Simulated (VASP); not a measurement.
# ZnCd5O6 (P4/mmm) in VASP: single point with PBE

Aim: the single point of ZnCd5O6 with PBE.

All numbers are computed with VASP 6.6.1; they aren't measurements. Logs are shortened: lines on timing, memory, paths and dates and some standing lists are left out, and cuts for length are marked.

**1. The cell of the first run**

It takes space group P4/mmm (No. 123, tetragonal). Conventional cell: a = 3.343 Å, b = 3.343 Å, c = 14.024 Å, α = 90.00°, β = 90.00°, γ = 90.00°. Zn (site symmetry 4/mmm) has 6 O at 2.13 to 2.36 Å within 2.8 Å. Within 3.1 Å of Cd (site symmetry 4/mmm) lie 6 O at 2.36 to 2.40 Å. Cd (site symmetry 4mm) has 6 O at 2.36 to 2.46 Å within 3.1 Å. Cd (site symmetry 4mm) has 6 O at 2.23 to 2.38 Å within 2.9 Å. O (site symmetry 4mm) has 6 Cd at 2.36 to 2.40 Å within 3.1 Å. O (site symmetry 4mm) has 1 Zn at 2.13 Å and 5 Cd at 2.37 to 2.46 Å within 2.8 Å. Within 2.9 Å of O (site symmetry 4/mmm) lie 2 Cd at 2.23 Å and 4 Zn at 2.36 Å. Within 3.1 Å of O (site symmetry 4/mmm) lie 6 Cd at 2.36 to 2.42 Å.

**2. Single point, PBE, collinear spin, ferromagnetic start**

The input, INCAR:

```
SYSTEM = ZnCd5O6
PREC     = Accurate       ! precision mode
ENCUT    = 520            ! plane-wave cutoff, eV
EDIFF    = 1E-6           ! SCF threshold, eV
ISMEAR   = 0              ! smearing method
SIGMA    = 0.1            ! smearing width, eV
LREAL    = .FALSE.        ! projectors in reciprocal space
LASPH    = .TRUE.         ! aspherical terms in the spheres
NELM     = 150            ! most SCF steps
ALGO     = Normal         ! electronic algorithm
ISIF     = 2              ! what is computed and relaxed
LWAVE    = .FALSE.        ! write WAVECAR
LCHARG   = .FALSE.        ! write CHGCAR
ISPIN    = 2              ! spin polarisation
MAGMOM   = 0 0 0 0 0 0 1 1 1 1 1 1 ! initial moments
LORBIT   = 11             ! projections on sites
GGA      = PE             ! functional
NBANDS   = 70             ! bands
```

The input, KPOINTS:

```
regular mesh
0
G
  6 6 2
  0 0 0
```

The input, POSCAR:

```
ZnCd5O6
1.0
    3.3431669000      0.0000000000      0.0000000000
    0.0000000000      3.3431669000      0.0000000000
    0.0000000000      0.0000000000     14.0239634000
Zn Cd O
1 5 6
Direct
    0.5000000000      0.5000000000      0.5000000000
    0.0000000000      0.0000000000      0.0000000000
    0.5000000000      0.5000000000      0.1723040000
    0.0000000000      0.0000000000      0.3410190000
    0.0000000000      0.0000000000      0.6589810000
    0.5000000000      0.5000000000      0.8276960000
    0.0000000000      0.0000000000      0.1710270000
    0.5000000000      0.5000000000      0.3479440000
    0.0000000000      0.0000000000      0.5000000000
    0.5000000000      0.5000000000      0.6520560000
    0.0000000000      0.0000000000      0.8289730000
    0.5000000000      0.5000000000      0.0000000000
```

Potentials or basis: VASP PAW PBE potentials, release 64 (Zn, Cd, O).

Run with:

```console
$ cat potpaw_PBE.64/Zn/POTCAR potpaw_PBE.64/Cd/POTCAR potpaw_PBE.64/O/POTCAR > POTCAR
$ mpirun -np 1 vasp_std > vasp.out
```

OUTCAR:

```text
SYSTEM = ZnCd5O6
   PREC = Accurate
   ENCUT = 520
   EDIFF = 1E-6
   ISMEAR = 0
   LREAL = .FALSE.
   LASPH = .TRUE.
   NELM = 150
   ISIF = 2
   ISPIN = 2
   LORBIT = 11
   GGA = PE

 ion  position               nearest neighbor table
   1  0.500  0.500  0.500-   8 2.13  10 2.13   9 2.36   9 2.36   9 2.36   9 2.36   5 3.25   5 3.25
                             4 3.25   5 3.25   4 3.25   4 3.25   5 3.25   4 3.25
   2  0.000  0.000  0.000-  12 2.36  12 2.36  12 2.36  12 2.36   7 2.40  11 2.40   6 3.38   6 3.38
                             3 3.38   6 3.38   3 3.38   3 3.38   6 3.38   3 3.38
   3  0.500  0.500  0.172-   7 2.36   7 2.36   7 2.36   7 2.36  12 2.42   8 2.46   4 3.34   4 3.34
                             4 3.34   4 3.34   2 3.38   2 3.38   2 3.38   2 3.38
   4  0.000  0.000  0.341-   9 2.23   8 2.37   8 2.37   8 2.37   8 2.37   7 2.38   1 3.25   1 3.25
                             1 3.25   1 3.25   3 3.34   3 3.34   3 3.34   3 3.34
   5  0.000  0.000  0.659-   9 2.23  10 2.37  10 2.37  10 2.37  10 2.37  11 2.38   1 3.25   1 3.25
                             1 3.25   1 3.25   6 3.34   6 3.34   6 3.34   6 3.34
   6  0.500  0.500  0.828-  11 2.36  11 2.36  11 2.36  11 2.36  12 2.42  10 2.46   5 3.34   5 3.34
                             5 3.34   5 3.34   2 3.38   2 3.38   2 3.38   2 3.38
   7  0.000  0.000  0.171-   3 2.36   3 2.36   3 2.36   3 2.36   4 2.38   2 2.40
   8  0.500  0.500  0.348-   1 2.13   4 2.37   4 2.37   4 2.37   4 2.37   3 2.46
   9  0.000  0.000  0.500-   4 2.23   5 2.23   1 2.36   1 2.36   1 2.36   1 2.36
  10  0.500  0.500  0.652-   1 2.13   5 2.37   5 2.37   5 2.37   5 2.37   6 2.46
  11  0.000  0.000  0.829-   6 2.36   6 2.36   6 2.36   6 2.36   5 2.38   2 2.40
  12  0.500  0.500  0.000-   2 2.36   2 2.36   2 2.36   2 2.36   6 2.42   3 2.42

  LATTYP: Found a simple tetragonal cell.
 ALAT       =     3.3431669000
 C/A-ratio  =     4.1948140250

  Lattice vectors:

 A1 = (   3.3431669000,   0.0000000000,   0.0000000000)
 A2 = (   0.0000000000,   3.3431669000,   0.0000000000)
 A3 = (   0.0000000000,   0.0000000000,  14.0239634000)

Analysis of symmetry for initial positions (statically):
=====================================================================
 Subroutine PRICEL returns:
 Original cell was already a primitive cell.

 Routine SETGRP: Setting up the symmetry group for a
 simple tetragonal supercell.

 Subroutine GETGRP returns: Found 16 space group operations
 (whereof 16 operations were pure point group operations)
 out of a pool of 16 trial point group operations.

The static configuration has the point symmetry D_4h.

Analysis of symmetry for dynamics (positions and initial velocities):
=====================================================================
 Subroutine PRICEL returns:
 Original cell was already a primitive cell.

 Routine SETGRP: Setting up the symmetry group for a
 simple tetragonal supercell.

 Subroutine GETGRP returns: Found 16 space group operations
 (whereof 16 operations were pure point group operations)
 out of a pool of 16 trial point group operations.

The dynamic configuration has the point symmetry D_4h.

Analysis of structural, dynamic, and magnetic symmetry:
=====================================================================
 Subroutine PRICEL returns:
 Original cell was already a primitive cell.

 Routine SETGRP: Setting up the symmetry group for a
 simple tetragonal supercell.

 Subroutine GETGRP returns: Found 16 space group operations
 (whereof 16 operations were pure point group operations)
 out of a pool of 16 trial point group operations.

The overall configuration has the point symmetry D_4h.

 Subroutine INISYM returns: Found 16 space group operations
 (whereof 16 operations are pure point group operations),
 and found     1 'primitive' translations

----------------------------------------------------------------------------------------

                                     Primitive cell

  volume of cell :     156.7425

  direct lattice vectors                    reciprocal lattice vectors
     3.343166900  0.000000000  0.000000000     0.299117582  0.000000000  0.000000000
     0.000000000  3.343166900  0.000000000     0.000000000  0.299117582  0.000000000
     0.000000000  0.000000000 14.023963400     0.000000000  0.000000000  0.071306518

  length of vectors
     3.343166900  3.343166900 14.023963400     0.299117582  0.299117582  0.071306518

  position of ions in fractional coordinates (direct lattice)
     0.500000000  0.500000000  0.500000000
[... 91 lines left out ...]
   ENCUT  =  520.0 eV  38.22 Ry    6.18 a.u.   6.22  6.22 26.08*2*pi/ulx,y,z
   NELM   =    150;   NELMIN=  2; NELMDL= -5     # of ELM steps
   EDIFF  = 0.1E-05   stopping-criterion for ELM
   LREAL  =      F    real-space projection
[... 7 lines left out ...]
   TEBEG  =    0.0;   TEEND  =   0.0 temperature during run
   PSTRESS=    0.0 pullay stress
   NELECT =     108.0000    total number of electrons
   NUPDOWN=      -1.0000    fix difference up-down
   EMIN   =  10.00;   EMAX   =-10.00  energy-range for DOS
   EFERMI =   0.00;   METHOD = LEGACY
   ISMEAR =     0;   SIGMA  =   0.10  broadening in eV -4-tet -1-fermi 0-gaus
   EFERMI_NEDOS =   21; number of points for ismear=-14 and -15
   IALGO  =     38    algorithm
   IMIX   =      4    mixing-type and parameters
     AMIX     =   0.40;   BMIX     =  1.00
     AMIX_MAG =   1.60;   BMIX_MAG =  1.00
  volume/ion in A,a.u.               =      13.06        88.15
  Fermi-wavevector in a.u.,A,eV,Ry     =   1.445952  2.732453 28.446739  2.090776
  Thomas-Fermi vector in A             =   2.564075
   LORBIT       =     11    0 simple, 1 ext, 2 COOP (PROOUT), +10 PAW based schemes
   GGA     = PE    functional components
   LHFCALC =     F    Hartree Fock is set to
   AEXX    =    0.0000 exact exchange contribution
   IVDW    =     0    specifies the selected vdW correction
   LEPSILON=     F    determine dielectric tensor
   LRPA    =     F    only Hartree local field effects (RPA)
 spin polarized calculation
 Gauss-broadening in eV      SIGMA  =   0.10
  energy-cutoff  :      520.00
  volume of cell :      156.74
 maximum number of plane-waves:      4250
 NGX is ok and might be reduce to    28
   NGX = 13   NGY = 13   NGZ = 53

 number of electron     108.0000007 magnetization       0.0001392

 Free energy of the ion-electron system (eV)
  ---------------------------------------------------
  ext. energy  EPLUGINS =         0.00000000
  ---------------------------------------------------
  free energy    TOTEN  =       -46.89747770 eV

  energy without entropy =      -46.89438002  energy(sigma->0) =      -46.89592886

 E-fermi :   1.9704     XC(G=0): -11.5062

 val. band max:        1.9339783926   @ k =   0.5000   0.0000   0.5000
 cond. band min:       2.1800447208   @ k =   0.0000   0.0000   0.5000
 fundamental gap:      0.2460663281
 Fermi energy:         1.9704284393

 spin component 1

 k-point     1 :       0.0000    0.0000    0.0000
  band No.  band energies     occupation
      1     -15.5478      1.00000
      2     -15.3615      1.00000
      3     -15.2643      1.00000
      4     -15.0342      1.00000
      5     -14.9982      1.00000
      6     -14.5131      1.00000
[... 1369 lines left out ...]
     65      10.5251      0.00000
     66      10.5251      0.00000
 Fermi energy:         1.9704284393

 spin component 2

 k-point     1 :       0.0000    0.0000    0.0000
  band No.  band energies     occupation
      1     -15.5478      1.00000
      2     -15.3614      1.00000
      3     -15.2643      1.00000
      4     -15.0341      1.00000
      5     -14.9982      1.00000
      6     -14.5131      1.00000
[... 1369 lines left out ...]
     65      10.5251      0.00000
     66      10.5251      0.00000
 [bands above 66 left out]

------------------------ aborting loop because EDIFF is reached ----------------------------------------

  FORCE on cell =-STRESS in cart. coord.  units (eV):
  Direction    XX          YY          ZZ          XY          YZ          ZX
  --------------------------------------------------------------------------------------
  -------------------------------------------------------------------------------------
  Total        1.2064417      1.2064417      1.2337373      0.0000000     -0.0000000      0.0000000
  in kB       12.3319008     12.3319008     12.6109091      0.0000000     -0.0000000      0.0000000
  external PRESSURE =      12.4249036 kB  Pullay stress =       0.0000000 kB

 VOLUME and BASIS-vectors are now :
 -----------------------------------------------------------------------------
  energy-cutoff  :      520.00
  volume of cell :      156.74
      direct lattice vectors                 reciprocal lattice vectors
     3.343166900  0.000000000  0.000000000     0.299117582  0.000000000  0.000000000
     0.000000000  3.343166900  0.000000000     0.000000000  0.299117582  0.000000000
     0.000000000  0.000000000 14.023963400     0.000000000  0.000000000  0.071306518

 POSITION                                       TOTAL-FORCE (eV/Angst)
 -----------------------------------------------------------------------------------
      1.67158      1.67158      7.01198         0.000000      0.000000      0.000000
      0.00000      0.00000      0.00000         0.000000      0.000000      0.000000
      1.67158      1.67158      2.41638         0.000000     -0.000000      0.007622
      0.00000      0.00000      4.78244         0.000000      0.000000     -0.050309
      0.00000      0.00000      9.24153         0.000000      0.000000      0.050309
      1.67158      1.67158     11.60758         0.000000      0.000000     -0.007622
      0.00000      0.00000      2.39848         0.000000      0.000000      0.000947
      1.67158      1.67158      4.87955        -0.000000     -0.000000     -0.012896
      0.00000      0.00000      7.01198         0.000000      0.000000      0.000000
      1.67158      1.67158      9.14441         0.000000     -0.000000      0.012896
      0.00000      0.00000     11.62549         0.000000      0.000000     -0.000947
      1.67158      1.67158      0.00000         0.000000      0.000000      0.000000
 -----------------------------------------------------------------------------------
    total drift:                                0.000000      0.000000      0.000000

  FREE ENERGIE OF THE ION-ELECTRON SYSTEM (eV)
  ---------------------------------------------------
  free  energy   TOTEN  =       -46.8974777042 eV

  energy  without entropy=      -46.8943800246  energy(sigma->0) =      -46.89592886

 total charge

# of ion       s       p       d       tot
------------------------------------------
    1        0.393   0.298   9.854  10.544
    2        0.332   0.243   9.645  10.220
    3        0.330   0.237   9.643  10.211
    4        0.335   0.261   9.653  10.248
    5        0.335   0.261   9.653  10.248
    6        0.330   0.237   9.643  10.211
    7        1.575   3.343   0.000   4.918
    8        1.573   3.355   0.000   4.927
    9        1.570   3.348   0.000   4.919
   10        1.573   3.355   0.000   4.927
   11        1.575   3.343   0.000   4.918
   12        1.574   3.342   0.000   4.916
--------------------------------------------------
tot         11.494  21.622  58.090  91.206

 magnetization (x)

# of ion       s       p       d       tot
------------------------------------------
    1       -0.000  -0.000   0.000  -0.000
    2       -0.000  -0.000  -0.000  -0.000
    3       -0.000   0.000  -0.000  -0.000
    4       -0.000  -0.000  -0.000  -0.000
    5       -0.000  -0.000  -0.000  -0.000
    6       -0.000   0.000  -0.000  -0.000
    7       -0.000  -0.000   0.000  -0.000
    8        0.000   0.000   0.000   0.000
    9        0.000   0.000   0.000   0.000
   10        0.000   0.000   0.000   0.000
   11       -0.000  -0.000   0.000  -0.000
   12       -0.000  -0.000   0.000  -0.000
--------------------------------------------------
tot         -0.000   0.000  -0.000  -0.000
```

Run time: 7.2 min. Hardware: 1 thread of Oxide Virtual Turin-like, shared host; peak memory 0.5 GiB.

Results:

```yaml
Free_energy: -46.8975 eV
Pressure: 1.2 GPa
Largest_force: 0.050 eV/Å
Band_gap_on_the_k_mesh: zero (filled and empty bands overlap)
Net_moment: 0.00 μB per cell
Valence_electrons_inside_the_program's_atomic_spheres: Zn 10.54; Cd 10.22, 10.21, 10.25 (each value once); O 4.92, 4.93 (each value once)
```

Forces in eV/Å, atoms in the order of the input:
```
Zn   0.000  0.000  0.000
Cd   0.000  0.000  0.000
Cd   0.000  0.000  0.008
Cd   0.000  0.000 -0.050
Cd   0.000  0.000  0.050
Cd   0.000  0.000 -0.008
O    0.000  0.000  0.001
O    0.000  0.000 -0.013
O    0.000  0.000  0.000
O    0.000  0.000  0.013
O    0.000  0.000 -0.001
O    0.000  0.000  0.000
```

Levels at points of the mesh, in eV from the Fermi level:
Spin up:
```csv
k point,band 51,band 52,band 53,band 54,band 55,band 56,band 57,band 58
"(0.00, 0.00, 0.00)",-1.61,-1.54,-1.07,-1.07,-0.71,1.79,2.08,3.33
"(0.50, 0.00, 0.00)",-0.38,-0.28,-0.24,-0.16,4.11,4.31,4.35,4.54
"(0.50, 0.50, 0.00)",-2.26,-2.05,-2.05,-1.85,3.17,3.66,4.45,4.90
"(0.00, 0.00, 0.50)",-1.59,-1.59,-1.07,-1.07,0.21,0.54,3.14,3.19
"(0.50, 0.00, 0.50)",-0.37,-0.25,-0.15,-0.04,4.00,4.20,4.46,4.68
"(0.50, 0.50, 0.50)",-2.25,-2.05,-2.05,-1.84,3.56,3.65,3.90,4.37
```
Spin down:
```tsv
k point	band 52	band 53	band 54	band 55	band 56	band 57
(0.00, 0.00, 0.00)	-1.54	-1.07	-1.07	-0.71	1.79	2.08
(0.50, 0.00, 0.00)	-0.28	-0.24	-0.15	4.11	4.31	4.35
(0.50, 0.50, 0.00)	-2.05	-2.05	-1.85	3.17	3.66	4.45
(0.00, 0.00, 0.50)	-1.59	-1.07	-1.07	0.21	0.54	3.14
(0.50, 0.00, 0.50)	-0.25	-0.15	-0.04	4.00	4.20	4.46
(0.50, 0.50, 0.50)	-2.05	-2.05	-1.84	3.56	3.65	3.90
```

Caveat: semilocal functionals underestimate gaps, and a narrow one can read as zero.

The gap in the log of VASP goes by the Fermi energy; the results here count the filled bands.